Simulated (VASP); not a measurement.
Here is a VASP 6.6.1 calculation.

The input INCAR:

```
SYSTEM = TiSi2
PREC = Accurate ; ENCUT = 520
EDIFF = 1E-7 ; ISMEAR = -1
SIGMA = 0.2344 ; LREAL = Auto
LASPH = .True. ; NELM = 100
ALGO = Normal ; ISIF = 2
LWAVE = .False. ; LCHARG = .False.
GGA = PE ; ISYM = 0
NBANDS = 75
```

File KPOINTS:

```
Automatic mesh
0
Gamma
  1 1 1
  0.25 0.25 0.25
```

The input POSCAR:

```
TiSi2
1.0
    6.6632510000      0.2460850000     -0.0945350000
    0.2460850000      6.4484990000     -0.0081680000
   -0.0945350000     -0.0081680000      6.7432540000
Ti Si
6 12
Direct
    0.4224255586      0.3861447691      0.7949009530
    0.4151013414      0.7739871532      0.8908664174
    0.0746161615      0.5727903628      0.4839618069
    0.7384507618      0.9035302340      0.3966045885
    0.0360454965      1.0408036321      0.7526244518
    0.8975500381      0.6966060849      0.0716506855
    0.4113180872      0.1498905315      0.0716397842
    0.5042577226      0.6379460686      0.5364651468
    0.1896874269      0.8836597476      0.4224080590
    0.8031518787      0.7640523515      0.7506678144
    0.0941718842     -0.0066189772      1.1246106813
    0.1716451231      0.4232917701      0.1277970426
    0.3589394211      0.1283385689      0.5151494527
    0.6781934148      1.0953685380      0.8905666292
    0.5003866348      0.5916026497      0.2193608992
    0.7291178507      0.3168945698      0.5389670255
    1.0082491898      0.4059743558      0.8084267381
    0.7734126046      0.3293184376      0.1613438310
```

Potentials or basis: VASP PAW PBE potentials, release 64 (Ti_sv, Si).

Command:

```sh
$ cat potpaw_PBE.64/Ti_sv/POTCAR potpaw_PBE.64/Si/POTCAR > POTCAR
$ mpirun -np 1 vasp_std > vasp.out
```

(1) Predict the pressure.

(2) What does it give for the largest force?

(3) Predict the band gap on the k mesh.

## Answers

(1) 6.3 GPa.

(2) 3.239 eV/Å.

(3) 0.14 eV.

Caveat: the k points lie up to 0.98 Å⁻¹ apart.
